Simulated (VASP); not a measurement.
# Si4Mo2S in VASP: notebook

Runs on Si4Mo2S. Level: PBE. Tasks: single point.

All numbers are computed with VASP 6.6.1; they aren't measurements. Logs are shortened: lines on timing, memory, paths and dates and some standing lists are left out, and cuts for length are marked.

## Step 1: The cell of the first run

The cell holds a slab with vacuum, 7 atoms: a = 3.217 Å, b = 3.217 Å, c = 21.879 Å, α = 90.00°, β = 90.00°, γ = 90.00°.

## Step 2: Single point, PBE

Input file INCAR:

```
SYSTEM = Si4Mo2S
PREC = Accurate
ENCUT = 520
EDIFF = 1E-6
ISMEAR = 0
SIGMA = 0.1
LREAL = .False.
LASPH = .True.
NELM = 80
ALGO = Fast
ISIF = 2
LWAVE = .False.
LCHARG = .False.
LDIPOL = .True.
IDIPOL = 3
DIPOL = 0.5 0.5 0.363
GGA = PE
NBANDS = 34
```

Input file KPOINTS:

```
regular mesh
0
Gamma
  8 8 1
  0 0 0
```

Input file POSCAR:

```
Si4Mo2S
1.0
    3.2169717406      0.0000000000      0.0000000000
    0.0000000000      3.2169717406      0.0000000000
    0.0000000000      0.0000000000     21.8787970309
Si Mo S
4 2 1
Direct
    0.0000000000      0.0000000000      0.1828254083
    0.0000000000      0.0000000000      0.3015081460
    0.5000000000      0.5000000000      0.3593659940
    0.5000000000      0.5000000000      0.4743769512
    0.5000000000      0.5000000000      0.2421667771
    0.0000000000      0.0000000000      0.4192862009
    0.5000000000      0.7500000000      0.5613716910
```

Potentials or basis: VASP PAW PBE potentials, release 64 (Si, Mo_sv, S).

Started as:

```
> cat potpaw_PBE.64/Si/POTCAR potpaw_PBE.64/Mo_sv/POTCAR potpaw_PBE.64/S/POTCAR > POTCAR
> mpirun -np 1 vasp_std > vasp.out
```

OUTCAR:

```text
SYSTEM = Si4Mo2S
   PREC = Accurate
   ENCUT = 520
   EDIFF = 1E-6
   ISMEAR = 0
   LREAL = .False.
   LASPH = .True.
   NELM = 80
   ISIF = 2
   GGA = PE

 ion  position               nearest neighbor table
   1  0.000  0.000  0.183-   2 2.60   5 2.62   5 2.62   5 2.62   5 2.62
   2  0.000  0.000  0.302-   6 2.58   1 2.60   3 2.60   3 2.60   3 2.60   3 2.60   5 2.62   5 2.62
                             5 2.62   5 2.62
   3  0.500  0.500  0.359-   4 2.52   5 2.56   2 2.60   2 2.60   2 2.60   2 2.60   6 2.63   6 2.63
                             6 2.63   6 2.63
   4  0.500  0.500  0.474-   7 2.07   3 2.52   6 2.57   6 2.57   6 2.57   6 2.57
   5  0.500  0.500  0.242-   3 2.56   1 2.62   1 2.62   1 2.62   1 2.62   2 2.62   2 2.62   2 2.62
                             2 2.62
   6  0.000  0.000  0.419-   4 2.57   4 2.57   4 2.57   4 2.57   2 2.58   3 2.63   3 2.63   3 2.63
                             3 2.63
   7  0.500  0.750  0.561-   4 2.07

  LATTYP: Found a simple tetragonal cell.
 ALAT       =     3.2169717406
 C/A-ratio  =     6.8010535358

  Lattice vectors:

 A1 = (   3.2169717406,   0.0000000000,   0.0000000000)
 A2 = (   0.0000000000,   3.2169717406,   0.0000000000)
 A3 = (   0.0000000000,   0.0000000000,  21.8787970309)

Analysis of symmetry for initial positions (statically):
=====================================================================
 Subroutine PRICEL returns:
 Original cell was already a primitive cell.

 Routine SETGRP: Setting up the symmetry group for a
 simple tetragonal supercell.

 Subroutine GETGRP returns: Found  2 space group operations
 (whereof  2 operations were pure point group operations)
 out of a pool of 16 trial point group operations.

The static configuration has the point symmetry C_1h.

Analysis of symmetry for dynamics (positions and initial velocities):
=====================================================================
 Subroutine PRICEL returns:
 Original cell was already a primitive cell.

 Routine SETGRP: Setting up the symmetry group for a
 simple tetragonal supercell.

 Subroutine GETGRP returns: Found  2 space group operations
 (whereof  2 operations were pure point group operations)
 out of a pool of 16 trial point group operations.

The dynamic configuration has the point symmetry C_1h.

 Subroutine INISYM returns: Found  2 space group operations
 (whereof  2 operations are pure point group operations),
 and found     1 'primitive' translations

----------------------------------------------------------------------------------------

                                     Primitive cell

  volume of cell :     226.4216

  direct lattice vectors                    reciprocal lattice vectors
     3.216971741  0.000000000  0.000000000     0.310851347  0.000000000  0.000000000
     0.000000000  3.216971741  0.000000000     0.000000000  0.310851347  0.000000000
     0.000000000  0.000000000 21.878797031     0.000000000  0.000000000  0.045706352

  length of vectors
     3.216971741  3.216971741 21.878797031     0.310851347  0.310851347  0.045706352

  position of ions in fractional coordinates (direct lattice)
     0.000000000  0.000000000  0.182825408
     0.000000000  0.000000000  0.301508146
     0.500000000  0.500000000  0.359365994
     0.500000000  0.500000000  0.474376951
     0.500000000  0.500000000  0.242166777
     0.000000000  0.000000000  0.419286201
     0.500000000  0.750000000  0.561371691

  ion indices of the primitive-cell ions
   primitive index   ion index
                 1           1
                 2           2
                 3           3
                 4           4
                 5           5
                 6           6
                 7           7

----------------------------------------------------------------------------------------

 KPOINTS: regular mesh

Automatic generation of k-mesh.
 Grid dimensions read from file:
 generate k-points for:    8    8    1

 Generating k-lattice:

  Cartesian coordinates                     Fractional coordinates (reciprocal lattice)
     0.038856418  0.000000000  0.000000000     0.125000000  0.000000000  0.000000000
     0.000000000  0.038856418  0.000000000     0.000000000  0.125000000  0.000000000
     0.000000000  0.000000000  0.045706352     0.000000000  0.000000000  1.000000000

  Length of vectors
     0.038856418  0.038856418  0.045706352

  Shift w.r.t. Gamma in fractional coordinates (k-lattice)
     0.000000000  0.000000000  0.000000000

 Subroutine IBZKPT returns following result:
 ===========================================

 Found     25 irreducible k-points:

 Following reciprocal coordinates:
            Coordinates               Weight
  0.000000  0.000000  0.000000      1.000000
  0.125000  0.000000  0.000000      2.000000
  0.000000  0.125000  0.000000      2.000000
  0.250000  0.000000  0.000000      2.000000
  0.000000  0.250000  0.000000      2.000000
  0.375000  0.000000  0.000000      2.000000
[... 16 lines left out ...]
  0.500000  0.375000  0.000000      2.000000
 -0.375000  0.500000  0.000000      2.000000
   k-points           NKPTS =     25   k-points in BZ     NKDIM =     25   number of bands    NBANDS=     34
   number of dos      NEDOS =    301   number of ions     NIONS =      7
   total plane-waves  NPLWV =  96768
   dimension x,y,z NGX =    24 NGY =   24 NGZ =  168
   dimension x,y,z NGXF=    48 NGYF=   48 NGZF=  336
   ions per type =               4   2   1
   NGX,Y,Z   is equivalent  to a cutoff of  12.40, 12.40, 12.77 a.u.
   NGXF,Y,Z  is equivalent  to a cutoff of  24.81, 24.81, 25.53 a.u.
 SYSTEM =  Si4Mo2S
   PREC   = accura    normal or accurate (medium, high low for compatibility)
   ISTART =      0    job   : 0-new  1-cont  2-samecut
   ICHARG =      2    charge: 1-file 2-atom 10-const
   ISPIN  =      1    spin polarized calculation?
   LNONCOLLINEAR =      F non collinear calculations
   LSORBIT =      F    spin-orbit coupling
   LASPH  =      T    aspherical Exc in radial PAW
   ENCUT  =  520.0 eV  38.22 Ry    6.18 a.u.   5.98  5.98 40.68*2*pi/ulx,y,z
   NELM   =     80;   NELMIN=  2; NELMDL= -5     # of ELM steps
   EDIFF  = 0.1E-05   stopping-criterion for ELM
   LREAL  =      F    real-space projection
   EDIFFG = 0.1E-04   stopping-criterion for IOM
   NSW    =      0    number of steps for IOM
   IBRION =     -1    ionic relax: 0-MD 1-quasi-New 2-CG
   NFREE  =      0    steps in history (QN), initial steepest desc. (CG)
   ISIF   =      2    stress and relaxation
   ISYM   =      2    0-nonsym 1-usesym 2-fastsym
   POTIM  = 0.5000    time-step for ionic-motion
   TEBEG  =    0.0;   TEEND  =   0.0 temperature during run
   PSTRESS=    0.0 pullay stress
   NELECT =      50.0000    total number of electrons
   NUPDOWN=      -1.0000    fix difference up-down
   EMIN   =  10.00;   EMAX   =-10.00  energy-range for DOS
   EFERMI =   0.00;   METHOD = LEGACY
   ISMEAR =     0;   SIGMA  =   0.10  broadening in eV -4-tet -1-fermi 0-gaus
   EFERMI_NEDOS =   21; number of points for ismear=-14 and -15
   IALGO  =     68    algorithm
   IMIX   =      4    mixing-type and parameters
     AMIX     =   0.40;   BMIX     =  1.00
     AMIX_MAG =   1.60;   BMIX_MAG =  1.00
  volume/ion in A,a.u.               =      32.35       218.28
  Fermi-wavevector in a.u.,A,eV,Ry     =   0.989522  1.869926 13.322200  0.979154
  Thomas-Fermi vector in A             =   2.121127
   LORBIT       =      0    0 simple, 1 ext, 2 COOP (PROOUT), +10 PAW based schemes
   GGA     = PE    functional components
   LHFCALC =     F    Hartree Fock is set to
   AEXX    =    0.0000 exact exchange contribution
   IVDW    =     0    specifies the selected vdW correction
   LEPSILON=     F    determine dielectric tensor
   LRPA    =     F    only Hartree local field effects (RPA)
 non-spin polarized calculation
 RMM-DIIS sequential band-by-band and
 Gauss-broadening in eV      SIGMA  =   0.10
  energy-cutoff  :      520.00
  volume of cell :      226.42
 maximum number of plane-waves:      6156
   NGX = 11   NGY = 11   NGZ = 81

 dipolmoment           0.000000      0.000000     -0.069578 electrons x Angstroem

 number of electron      50.0000005 magnetization

 dipolmoment           0.000000      0.000000      0.067421 electrons x Angstroem

 Free energy of the ion-electron system (eV)
  ---------------------------------------------------
  ext. energy  EPLUGINS =         0.00000000
  ---------------------------------------------------
  free energy    TOTEN  =       -48.05499547 eV

  energy without entropy =      -48.04535104  energy(sigma->0) =      -48.05017326

 E-fermi :   1.9321     XC(G=0):  -6.1438

 val. band max:        1.9021044041   @ k =   0.0000   0.0000   0.0000
 cond. band min:       1.9494248646   @ k =   0.0000   0.3750   0.0000
 fundamental gap:      0.0473204605
 Fermi energy:         1.9321296796

 k-point     1 :       0.0000    0.0000    0.0000
  band No.  band energies     occupation
      1     -58.7571      2.00000
      2     -58.6395      2.00000
      3     -32.9291      2.00000
      4     -32.8400      2.00000
      5     -32.8124      2.00000
      6     -32.7960      2.00000
[... 26 lines left out ...]
     33       6.0263      0.00000
     34       6.2674      0.00000

 k-point     2 :       0.1250    0.0000    0.0000
  band No.  band energies     occupation
      1     -58.7546      2.00000
      2     -58.6370      2.00000
      3     -32.9247      2.00000
      4     -32.8489      2.00000
      5     -32.8364      2.00000
      6     -32.7918      2.00000
[... 26 lines left out ...]
     33       6.2637      0.00000
     34       6.3603      0.00000
[... 775 lines left out ...]
     33       5.9707      0.00000
     34       6.5279      0.00000

 k-point    24 :      -0.3750    0.5000    0.0000
  band No.  band energies     occupation
      1     -58.7258      2.00000
      2     -58.6086      2.00000
      3     -33.0594      2.00000
      4     -32.9853      2.00000
      5     -32.9163      2.00000
      6     -32.8722      2.00000
[... 26 lines left out ...]
     33       6.0234      0.00000
     34       6.4719      0.00000

 [... further k-points ...]

------------------------ aborting loop because EDIFF is reached ----------------------------------------

 vacuum level on the upper side and lower side of the slab       (xc-potential included)         0.354        -0.724

  FORCE on cell =-STRESS in cart. coord.  units (eV):
  Direction    XX          YY          ZZ          XY          YZ          ZX
  --------------------------------------------------------------------------------------
  -------------------------------------------------------------------------------------
  Total        0.1254554     -0.2148583     -0.2221966      0.0000000     -0.3846594      0.0000000
  in kB        0.8877319     -1.5203545     -1.5722807      0.0000000     -2.7218804      0.0000000
  external PRESSURE =      -0.7349678 kB  Pullay stress =       0.0000000 kB

 VOLUME and BASIS-vectors are now :
 -----------------------------------------------------------------------------
  energy-cutoff  :      520.00
  volume of cell :      226.42
      direct lattice vectors                 reciprocal lattice vectors
     3.216971741  0.000000000  0.000000000     0.310851347  0.000000000  0.000000000
     0.000000000  3.216971741  0.000000000     0.000000000  0.310851347  0.000000000
     0.000000000  0.000000000 21.878797031     0.000000000  0.000000000  0.045706352

 POSITION                                       TOTAL-FORCE (eV/Angst)
 -----------------------------------------------------------------------------------
      0.00000      0.00000      4.00000         0.000000     -0.006415      0.596054
      0.00000      0.00000      6.59664         0.000000      0.013461     -0.541785
      1.60849      1.60849      7.86250         0.000000     -0.011928     -0.200334
      1.60849      1.60849     10.37880         0.000000     -0.310495      0.819828
      1.60849      1.60849      5.29832         0.000000      0.011615     -0.095536
      0.00000      0.00000      9.17348         0.000000      0.296981     -0.536718
      1.60849      2.41273     12.28214         0.000000      0.006779     -0.041509
 -----------------------------------------------------------------------------------
    total drift:                                0.000000     -0.000049      0.000399

  FREE ENERGIE OF THE ION-ELECTRON SYSTEM (eV)
  ---------------------------------------------------
  free  energy   TOTEN  =       -48.0549954729 eV

  energy  without entropy=      -48.0453510433  energy(sigma->0) =      -48.05017326

 vacuum level on the upper side and lower side of the slab         7.561         6.390
```

Run time: 7.2 min. Hardware: 1 thread of Oxide Virtual Turin-like, shared host; peak memory 0.37 GiB.

What came out:

```
Free energy            : -48.0550 eV
Largest force          : 0.877 eV/Å
Band gap on the k mesh : zero (bands 25 and 26 overlap by 0.57 eV)
```

Forces on the atoms (eV/Å):
```
Si   0.000 -0.006  0.596
Si   0.000  0.013 -0.542
Si   0.000 -0.012 -0.200
Si   0.000 -0.310  0.820
Mo   0.000  0.012 -0.096
Mo   0.000  0.297 -0.537
S    0.000  0.007 -0.042
```

Levels at points of the mesh, in eV from the Fermi level:
| k point | band 23 | band 24 | band 25 | band 26 | band 27 | band 28 |
| --- | --- | --- | --- | --- | --- | --- |
| (0.00, 0.00, 0.00) | -0.08 | -0.03 | 0.38 | 0.63 | 0.92 | 1.10 |
| (0.50, 0.00, 0.00) | -0.71 | -0.39 | -0.26 | -0.19 | 0.36 | 2.26 |
| (0.00, 0.50, 0.00) | -0.43 | -0.37 | -0.26 | 0.09 | 0.56 | 2.21 |
| (0.50, 0.50, 0.00) | -1.85 | -1.53 | -1.08 | 0.33 | 1.12 | 2.30 |

## Step 3: Single point, PBE

Input file INCAR:

```
PREC = Accurate ; ENCUT = 520
EDIFF = 1E-7 ; ISMEAR = 0
SIGMA = 0.1 ; LREAL = False
LASPH = True ; NELM = 80
ALGO = Fast ; ISIF = 2
LWAVE = False ; LCHARG = True
LDIPOL = True ; IDIPOL = 3
DIPOL = 0.5 0.5 0.359 ; GGA = PE
LELF = True ; LVHAR = True
LVACPOTAV = True ; NBANDS = 34
```

Input file KPOINTS:

```
regular mesh
0
Gamma
  8 8 1
```

POSCAR, as its differences from that of step 2:

```diff
@@ -14,2 +14,2 @@
     0.0000000000      0.0000000000      0.4192862009
-    0.5000000000      0.7500000000      0.5613716910
+    0.7500000000      1.0000000000      0.5358657675
```

Potentials or basis: VASP PAW PBE potentials, release 64 (Si, Mo_sv, S).

Started as:

```
> cat potpaw_PBE.64/Si/POTCAR potpaw_PBE.64/Mo_sv/POTCAR potpaw_PBE.64/S/POTCAR > POTCAR
> mpirun -np 1 vasp_std > vasp.out
```

It took 8.6 min on 1 thread of Oxide Virtual Turin-like, shared host; peak memory 0.36 GiB.

It converged, with:

```yaml
Free_energy: -48.6952 eV
Largest_force: 0.874 eV/Å
Band_gap_on_the_k_mesh: zero (bands 25 and 26 overlap by 0.54 eV)
```

Forces in eV/Å, atoms in the order of the input:
```
Si  -0.015  0.000  0.581
Si   0.023  0.000 -0.606
Si  -0.098  0.000 -0.277
Si   0.052  0.000  0.873
Mo   0.040  0.000 -0.299
Mo  -0.136  0.000 -0.243
S    0.133  0.000 -0.029
```

Levels at points of the mesh, in eV from the Fermi level:
```csv
k point,band 22,band 23,band 24,band 25,band 26,band 27,band 28,band 29
"(0.00, 0.00, 0.00)",-1.09,-0.30,0.21,0.45,0.72,0.94,1.56,1.56
"(0.50, 0.00, 0.00)",-1.72,-1.63,-0.22,-0.16,-0.10,1.26,2.34,2.46
"(0.00, 0.50, 0.00)",-1.71,-0.59,-0.43,-0.15,-0.06,2.15,2.38,2.97
"(0.50, 0.50, 0.00)",-1.74,-1.62,-1.58,-0.10,-0.08,1.36,2.13,2.38
```

## Step 4: Single point, PBE

Input file INCAR:

```
SYSTEM = Si4Mo2S
ALGO     = Fast           ! electronic algorithm
DIPOL    = 0.5 0.5 0.364
EDIFF    = 1E-6           ! SCF threshold, eV
ENCUT    = 520            ! plane-wave cutoff, eV
GGA      = PE             ! functional
IDIPOL   = 3            
ISIF     = 2              ! what is computed and relaxed
ISMEAR   = 0              ! smearing method
LASPH    = .True.         ! aspherical terms in the spheres
LCHARG   = .False.        ! write CHGCAR
LDIPOL   = .True.       
LREAL    = .False.        ! projectors in reciprocal space
LWAVE    = .False.        ! write WAVECAR
NBANDS   = 34             ! bands
NELM     = 60             ! most SCF steps
PREC     = Accurate       ! precision mode
SIGMA    = 0.1            ! smearing width, eV
```

Input file KPOINTS:

```
k-points
0
Gamma
  8 8 1
  0 0 0
```

POSCAR, as its differences from that of step 3:

```diff
@@ -14,2 +14,2 @@
     0.0000000000      0.0000000000      0.4192862009
-    0.7500000000      1.0000000000      0.5358657675
+    0.5000000000      0.6250000000      0.5678867076
```

Started as:

```
> cat potpaw_PBE.64/Si/POTCAR potpaw_PBE.64/Mo_sv/POTCAR potpaw_PBE.64/S/POTCAR > POTCAR
> mpirun -np 1 vasp_std > vasp.out
```

It took 9.1 min on 1 thread of Oxide Virtual Turin-like, shared host; peak memory 0.37 GiB.

The run converged. Its results:

```yaml
Free_energy: -48.1272 eV
Largest_force: 1.112 eV/Å
Band_gap_on_the_k_mesh: zero (bands 25 and 26 overlap by 0.63 eV)
```

Forces in eV/Å, atoms in the order of the input:
```
Si   0.000 -0.002  0.602
Si   0.000  0.003 -0.503
Si   0.000  0.010 -0.143
Si   0.000  0.009  1.112
Mo   0.000  0.003 -0.136
Mo   0.000  0.174 -0.896
S    0.000 -0.197 -0.037
```

Levels at points of the mesh, in eV from the Fermi level:
```csv
k point,band 22,band 23,band 24,band 25,band 26,band 27,band 28,band 29
"(0.00, 0.00, 0.00)",-0.79,0.09,0.09,0.40,0.60,0.94,1.24,1.32
"(0.50, 0.00, 0.00)",-1.85,-0.80,-0.35,-0.28,-0.22,0.61,2.28,2.30
"(0.00, 0.50, 0.00)",-1.85,-0.67,-0.36,-0.28,-0.20,0.64,2.26,2.31
"(0.50, 0.50, 0.00)",-1.99,-1.89,-1.45,-1.36,0.31,1.07,2.33,2.42
```

## Step 5: Summary

```csv
cell,further INCAR settings,gap on the mesh (eV),largest force (eV/Å)
"as given, atomic positions A",ALGO = Fast; EDIFF = 1e-06; NBANDS = 34,none,0.88
"as given, atomic positions B",ALGO = Fast; EDIFF = 1e-07; NBANDS = 34,none,0.87
"as given, atomic positions C",ALGO = Fast; EDIFF = 1e-06; NBANDS = 34,none,1.11
```

Alike in all rows: task single point; level PBE; potentials or basis VASP PAW PBE potentials, release 64 (Si, Mo_sv, S); no spin polarisation; k mesh 8 × 8 × 1; cutoff (eV) 520; smearing gaussian 0.1 eV.

Total energies depend on the potentials used, so only differences within one code and one set of settings carry meaning.

The gap in the log of VASP goes by the Fermi energy; the results here count the filled bands.